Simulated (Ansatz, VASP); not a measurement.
## GdN: VASP beside Ansatz

```xyz
2
Lattice="0.0000 2.4756 2.4756 2.4756 0.0000 2.4756 2.4756 2.4756 0.0000" Properties=species:S:1:pos:R:3 pbc="T T T"
Gd    0.0000    0.0000    0.0000
N     2.4756    2.4756    2.4756
```

Alike in both runs: task single point; functional PBE; k mesh 12 × 12 × 12; occupations gaussian, width 0.05 eV; collinear spin.

```csv
,VASP,Ansatz
version,VASP 6.6.1,Ansatz 0.2.0
potentials or method,"VASP PAW PBE potentials, release 64 (Gd, N), cutoff 520 eV","scalar-relativistic, plane waves, PAW"
valence electrons in the cell,23,23
```

```tsv
	VASP	Ansatz	Ansatz less VASP
gap on the k mesh at the Fermi level (eV)	none	none	-
pressure (GPa)	3.1	3.0	-0.08
net moment per atom (μB)	3.50	3.50	0.000
size of the moment on the site where the two differ most (μB)	6.80	6.86	+0.055
```

Site moments also hang on the region over which each program counts them. A gap of «none» marks a metal or a gap that the smearing closes.

Neither program's run includes spin-orbit coupling.
